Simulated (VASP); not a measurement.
# Pt (P-3m1) in VASP: further runs

Pt is run at these levels: PBEsol; tasks: single point.

All numbers are computed with VASP 6.6.1; they aren't measurements. Logs are shortened: lines on timing, memory, paths and dates and some standing lists are left out, and cuts for length are marked.

## Step 1: The cell of the first run

The structure is trigonal, space group P-3m1 (No. 164). The conventional cell has a = 2.725 Å, b = 2.725 Å, c = 4.707 Å, α = 90.00°, β = 90.00°, γ = 120.00°. Pt (site symmetry 3m) has 12 Pt at 2.53 to 3.15 Å within 3.3 Å.

## Step 2: Single point, PBEsol (atoms displaced along a vibrational mode)

INCAR

```
SYSTEM = Pt
ALGO = Fast
EDIFF = 1E-6
ENCUT = 520
GGA = PS
ISIF = 2
ISMEAR = 0
LASPH = .TRUE.
LCHARG = .FALSE.
LREAL = .FALSE.
LWAVE = .FALSE.
NBANDS = 28
NELM = 80
PREC = Accurate
SIGMA = 0.15
```

KPOINTS

```
k-points
0
G
  22 14 14
  0 0 0
```

POSCAR

```
Pt
1.0
   -2.7251696203      0.0000000000      0.0000000000
    0.0000000000      0.0000000000     -4.7068056308
    0.0000000000     -4.7201322416      0.0000000000
Pt
4
Direct
    1.0000000000      0.2101640657      0.3333333333
    0.5000000000      0.2101640657      0.8333333333
    0.5000000000      0.7898359343      0.1666666667
    0.0000000000      0.7898359343      0.6666666667
```

Potentials or basis: VASP PAW PBE potentials, release 64 (Pt).

On the command line:

```sh
> cat potpaw_PBE.64/Pt/POTCAR > POTCAR
> mpirun -np 1 vasp_std > vasp.out
```

OUTCAR:

```text
SYSTEM = Pt
   EDIFF = 1E-6
   ENCUT = 520
   GGA = PS
   ISIF = 2
   ISMEAR = 0
   LASPH = .TRUE.
   LREAL = .FALSE.
   NELM = 80
   PREC = Accurate

 ion  position               nearest neighbor table
   1  0.000  0.210  0.333-   3 2.53   3 2.53   4 2.53   2 2.73   2 2.73   2 2.73   2 2.73   3 3.15
                             3 3.15   4 3.15
   2  0.500  0.210  0.833-   4 2.53   4 2.53   3 2.53   1 2.73   1 2.73   1 2.73   1 2.73   4 3.15
                             4 3.15   3 3.15
   3  0.500  0.790  0.167-   1 2.53   1 2.53   2 2.53   4 2.73   4 2.73   4 2.73   4 2.73   1 3.15
                             1 3.15   2 3.15
   4  0.000  0.790  0.667-   2 2.53   2 2.53   1 2.53   3 2.73   3 2.73   3 2.73   3 2.73   2 3.15
                             2 3.15   1 3.15

  LATTYP: Found a simple orthorhombic cell.
 ALAT       =     2.7251696203
 B/A-ratio  =     1.7271606126
 C/A-ratio  =     1.7320508076

  Lattice vectors:

 A1 = (  -2.7251696203,   0.0000000000,   0.0000000000)
 A2 = (   0.0000000000,   0.0000000000,  -4.7068056308)
 A3 = (   0.0000000000,  -4.7201322416,   0.0000000000)

Analysis of symmetry for initial positions (statically):
=====================================================================
 Subroutine PRICEL returns following result:

  LATTYP: Found a hexagonal cell.
 ALAT       =     2.7251696203
 C/A-ratio  =     1.7271606126

  Lattice vectors:

 A1 = (  -1.3625848101,  -2.3600661208,   0.0000000000)
 A2 = (  -1.3625848101,   2.3600661208,   0.0000000000)
 A3 = (   0.0000000000,   0.0000000000,  -4.7068056308)

   2 primitive cells build up your supercell.

 Routine SETGRP: Setting up the symmetry group for a
 simple orthorhombic supercell.

 Subroutine GETGRP returns: Found  4 space group operations
 (whereof  4 operations were pure point group operations)
 out of a pool of  8 trial point group operations.

The static configuration has the point symmetry C_2h.

Analysis of symmetry for dynamics (positions and initial velocities):
=====================================================================
 Subroutine PRICEL returns following result:

  LATTYP: Found a hexagonal cell.
 ALAT       =     2.7251696203
 C/A-ratio  =     1.7271606126

  Lattice vectors:

 A1 = (  -1.3625848101,  -2.3600661208,   0.0000000000)
 A2 = (  -1.3625848101,   2.3600661208,   0.0000000000)
 A3 = (   0.0000000000,   0.0000000000,  -4.7068056308)

   2 primitive cells build up your supercell.

 Routine SETGRP: Setting up the symmetry group for a
 simple orthorhombic supercell.

 Subroutine GETGRP returns: Found  4 space group operations
 (whereof  4 operations were pure point group operations)
 out of a pool of  8 trial point group operations.

The dynamic configuration has the point symmetry C_2h.

 Subroutine INISYM returns: Found  4 space group operations
 (whereof  4 operations are pure point group operations),
 and found     2 'primitive' translations

----------------------------------------------------------------------------------------

                                     Primitive cell

  volume of cell :      30.2722

  direct lattice vectors                    reciprocal lattice vectors
    -1.362584810 -2.360066121  0.000000000    -0.366949636 -0.211858471  0.000000000
    -1.362584810  2.360066121  0.000000000    -0.366949636  0.211858471  0.000000000
     0.000000000  0.000000000 -4.706805631     0.000000000  0.000000000 -0.212458316

  length of vectors
     2.725169620  2.725169620  4.706805631     0.423716942  0.423716942  0.212458316

  position of ions in fractional coordinates (direct lattice)
     0.333333333  0.666666667  0.210164066
     0.666666667  0.333333333  0.789835934

  ion indices of the primitive-cell ions
   primitive index   ion index
                 1           1
                 2           4

----------------------------------------------------------------------------------------

 KPOINTS: k-points

Automatic generation of k-mesh.
 Grid dimensions read from file:
 generate k-points for:   22   14   14

 Generating k-lattice:

  Cartesian coordinates                     Fractional coordinates (reciprocal lattice)
    -0.016679529  0.000000000  0.000000000     0.045454545  0.000000000  0.000000000
     0.000000000  0.000000000 -0.015175594     0.000000000  0.071428571  0.000000000
     0.000000000 -0.015132748  0.000000000     0.000000000  0.000000000  0.071428571

  Length of vectors
     0.016679529  0.015175594  0.015132748

  Shift w.r.t. Gamma in fractional coordinates (k-lattice)
     0.000000000  0.000000000  0.000000000

 Subroutine IBZKPT returns following result:
 ===========================================

 Found   1200 irreducible k-points:

 Following reciprocal coordinates:
            Coordinates               Weight
  0.000000  0.000000  0.000000      1.000000
  0.045455  0.000000  0.000000      2.000000
  0.090909  0.000000  0.000000      2.000000
  0.136364  0.000000  0.000000      2.000000
  0.181818  0.000000  0.000000      2.000000
  0.227273  0.000000  0.000000      2.000000
[... 16 lines left out ...]
  0.454545  0.071429  0.000000      4.000000
  0.500000  0.071429  0.000000      2.000000
 [... further k-points ...]
   k-points           NKPTS =   1200   k-points in BZ     NKDIM =   1200   number of bands    NBANDS=     28
   number of dos      NEDOS =    301   number of ions     NIONS =      4
   total plane-waves  NPLWV =  25920
   dimension x,y,z NGX =    20 NGY =   36 NGZ =   36
   dimension x,y,z NGXF=    40 NGYF=   72 NGZF=   72
   ions per type =               4
   NGX,Y,Z   is equivalent  to a cutoff of  12.20, 12.72, 12.68 a.u.
   NGXF,Y,Z  is equivalent  to a cutoff of  24.40, 25.43, 25.36 a.u.
 SYSTEM =  Pt
   PREC   = accura    normal or accurate (medium, high low for compatibility)
   ISTART =      0    job   : 0-new  1-cont  2-samecut
   ICHARG =      2    charge: 1-file 2-atom 10-const
   ISPIN  =      1    spin polarized calculation?
   LNONCOLLINEAR =      F non collinear calculations
   LSORBIT =      F    spin-orbit coupling
   LASPH  =      T    aspherical Exc in radial PAW
   ENCUT  =  520.0 eV  38.22 Ry    6.18 a.u.   5.07  8.75  8.78*2*pi/ulx,y,z
   NELM   =     80;   NELMIN=  2; NELMDL= -5     # of ELM steps
   EDIFF  = 0.1E-05   stopping-criterion for ELM
   LREAL  =      F    real-space projection
   EDIFFG = 0.1E-04   stopping-criterion for IOM
   NSW    =      0    number of steps for IOM
   IBRION =     -1    ionic relax: 0-MD 1-quasi-New 2-CG
   NFREE  =      0    steps in history (QN), initial steepest desc. (CG)
   ISIF   =      2    stress and relaxation
   ISYM   =      2    0-nonsym 1-usesym 2-fastsym
   POTIM  = 0.5000    time-step for ionic-motion
   TEBEG  =    0.0;   TEEND  =   0.0 temperature during run
   PSTRESS=    0.0 pullay stress
   NELECT =      40.0000    total number of electrons
   NUPDOWN=      -1.0000    fix difference up-down
   EMIN   =  10.00;   EMAX   =-10.00  energy-range for DOS
   EFERMI =   0.00;   METHOD = LEGACY
   ISMEAR =     0;   SIGMA  =   0.15  broadening in eV -4-tet -1-fermi 0-gaus
   EFERMI_NEDOS =   21; number of points for ismear=-14 and -15
   IALGO  =     68    algorithm
   IMIX   =      4    mixing-type and parameters
     AMIX     =   0.40;   BMIX     =  1.00
     AMIX_MAG =   1.60;   BMIX_MAG =  1.00
  volume/ion in A,a.u.               =      15.14       102.14
  Fermi-wavevector in a.u.,A,eV,Ry     =   1.425838  2.694443 27.660833  2.033014
  Thomas-Fermi vector in A             =   2.546179
   LORBIT       =      0    0 simple, 1 ext, 2 COOP (PROOUT), +10 PAW based schemes
   GGA     = PS    functional components
   LHFCALC =     F    Hartree Fock is set to
   AEXX    =    0.0000 exact exchange contribution
   IVDW    =     0    specifies the selected vdW correction
   LEPSILON=     F    determine dielectric tensor
   LRPA    =     F    only Hartree local field effects (RPA)
 non-spin polarized calculation
 RMM-DIIS sequential band-by-band and
 Gauss-broadening in eV      SIGMA  =   0.15
  energy-cutoff  :      520.00
  volume of cell :       60.54
 maximum number of plane-waves:      1652
   NGX = 11   NGY = 17   NGZ = 17

 number of electron      39.9999998 magnetization

 Free energy of the ion-electron system (eV)
  ---------------------------------------------------
  ext. energy  EPLUGINS =         0.00000000
  ---------------------------------------------------
  free energy    TOTEN  =       -25.85809679 eV

  energy without entropy =      -25.74220171  energy(sigma->0) =      -25.80014925

 E-fermi :  11.1975     XC(G=0): -13.5213

 val. band max:       11.1973860843   @ k =  -0.2273   0.2143  -0.3571
 cond. band min:      11.1976869555   @ k =  -0.1364   0.4286  -0.1429
 fundamental gap:      0.0003008712
 Fermi energy:        11.1974708277

 k-point     1 :       0.0000    0.0000    0.0000
  band No.  band energies     occupation
      1       0.6001      2.00000
      2       3.1695      2.00000
      3       3.6611      2.00000
      4       3.8858      2.00000
      5       4.4361      2.00000
      6       6.9745      2.00000
[... 20 lines left out ...]
     27      20.0229      0.00000
     28      21.6368      0.00000

 k-point     2 :       0.0455    0.0000    0.0000
  band No.  band energies     occupation
      1       0.6587      2.00000
      2       3.2220      2.00000
      3       3.7153      2.00000
      4       3.9403      2.00000
      5       4.4498      2.00000
      6       6.8383      2.00000
[... 20 lines left out ...]
     27      20.0164      0.00000
     28      21.7174      0.00000

 k-point     3 :       0.0909    0.0000    0.0000
  band No.  band energies     occupation
      1       0.8322      2.00000
      2       3.3753      2.00000
      3       3.8692      2.00000
      4       4.0973      2.00000
      5       4.4928      2.00000
      6       6.6321      2.00000
[... 616 lines left out ...]
      3       4.8515      2.00000
      4       4.9779      2.00000
      5       5.1423      2.00000
      6       5.2094      2.00000
[... 20 lines left out ...]
     27      19.3997      0.00000
     28      20.2061      0.00000

 k-point    24 :       0.5000    0.0714    0.0000
  band No.  band energies     occupation
      1       4.4663      2.00000
      2       4.4663      2.00000
      3       4.8742      2.00000
      4       4.8742      2.00000
      5       5.1700      2.00000
      6       5.1700      2.00000
[... 20 lines left out ...]
     27      19.4660      0.00000
     28      19.4660      0.00000

 [... further k-points ...]

------------------------ aborting loop because EDIFF is reached ----------------------------------------

  FORCE on cell =-STRESS in cart. coord.  units (eV):
  Direction    XX          YY          ZZ          XY          YZ          ZX
  --------------------------------------------------------------------------------------
  -------------------------------------------------------------------------------------
  Total        7.2817895      7.3054156     10.5249055      0.0000000     -0.0028653      0.0000000
  in kB      192.6969031    193.3221159    278.5189948      0.0000000     -0.0758247      0.0000000
  external PRESSURE =     221.5126713 kB  Pullay stress =       0.0000000 kB

 VOLUME and BASIS-vectors are now :
 -----------------------------------------------------------------------------
  energy-cutoff  :      520.00
  volume of cell :       60.54
      direct lattice vectors                 reciprocal lattice vectors
    -2.725169620  0.000000000  0.000000000    -0.366949636  0.000000000  0.000000000
     0.000000000  0.000000000 -4.706805631     0.000000000  0.000000000 -0.212458316
     0.000000000 -4.720132242  0.000000000     0.000000000 -0.211858471  0.000000000

 POSITION                                       TOTAL-FORCE (eV/Angst)
 -----------------------------------------------------------------------------------
      0.00000     -1.57338     -0.98920        -0.000000      0.001343     -5.092409
     -1.36258     -3.93344     -0.98920        -0.000000      0.001343     -5.092409
     -1.36258     -0.78669     -3.71760        -0.000000     -0.001343      5.092409
      0.00000     -3.14675     -3.71760         0.000000     -0.001343      5.092409
 -----------------------------------------------------------------------------------
    total drift:                                0.000000     -0.000000     -0.000000

  FREE ENERGIE OF THE ION-ELECTRON SYSTEM (eV)
  ---------------------------------------------------
  free  energy   TOTEN  =       -25.8580967948 eV

  energy  without entropy=      -25.7422017128  energy(sigma->0) =      -25.80014925
```

Run time: 39 min. Hardware: 1 thread of Oxide Virtual Turin-like, shared host; peak memory 1.3 GiB.

Results:

```yaml
Free_energy: -25.8581 eV
Pressure: 22.2 GPa
Largest_force: 5.092 eV/Å
Band_gap_on_the_k_mesh: zero (bands 20 and 21 overlap by 0.80 eV)
```

Forces in eV/Å, atoms in the order of the input:
```
Pt   0.000  0.001 -5.092
Pt   0.000  0.001 -5.092
Pt   0.000 -0.001  5.092
Pt   0.000 -0.001  5.092
```

Stress tensor (GPa, compression positive):
```
19.27  0.00  0.00
 0.00 19.33 -0.01
 0.00 -0.01 27.85
```

Levels at points of the mesh, in eV from the Fermi level:
```
           k point  band 18  band 19  band 20  band 21  band 22  band 23
(0.00, 0.00, 0.00)    -0.15    -0.15    -0.06    -0.03     0.51     2.13
(0.50, 0.00, 0.00)    -0.49     0.00     0.00     1.90     1.90     6.45
(0.00, 0.50, 0.00)    -0.83    -0.31    -0.31     0.02     0.40     0.71
(0.50, 0.50, 0.00)    -0.10    -0.08    -0.08     2.78     2.78     3.06
(0.00, 0.00, 0.50)    -2.30    -1.58    -1.58     0.17     0.17     4.45
(0.50, 0.00, 0.50)    -0.03     0.51     0.51     2.13     2.13     3.72
(0.00, 0.50, 0.50)    -1.29    -1.07    -1.07    -0.30    -0.30     0.20
(0.50, 0.50, 0.50)     0.02     0.40     0.40     0.71     0.71     2.30
```

Caveat: the cell differs from its parent crystal (atoms displaced along a vibrational mode); the cell stands under pressure; the PAW data sets were made with another functional, which shifts forces and pressure a little; spin-orbit coupling is left out, which moves the levels of the heavy elements.

(Continued in part 2 of 2.)
